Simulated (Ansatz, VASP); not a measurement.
# Two plane-wave programs on SrO

```
CELL_PARAMETERS angstrom
0.00000 2.59754 2.59754
2.59754 0.00000 2.59754
2.59754 2.59754 0.00000
ATOMIC_POSITIONS crystal
Sr 0.00000 0.00000 0.00000
O 0.50000 0.50000 0.50000
```

Alike in both runs: functional PBE; k mesh 8 × 8 × 8; occupations gaussian, width 0.02 eV; no spin polarisation.

Ansatz relaxed the structure, and its values are those at the end. VASP's run is a single point on that final structure, the one shown.

```csv
,VASP,Ansatz
version,VASP 6.6.1,Ansatz 0.2.0
potentials or method,"VASP PAW PBE potentials, release 64 (Sr_sv, O), cutoff 600 eV","scalar-relativistic, plane waves, PAW"
valence electrons in the cell,16,16
```

Ansatz gave:

| Property | Result |
| --- | --- |
| gap on the k mesh at the Fermi level (eV) | 3.33 |
| least direct gap on the mesh (eV) | 3.42 |
| pressure (GPa) | 0.0 |

Q: Which values does VASP return?

A: gap on the k mesh at the Fermi level (eV): 3.28; least direct gap on the mesh (eV): 3.39; pressure (GPa): 0.4.
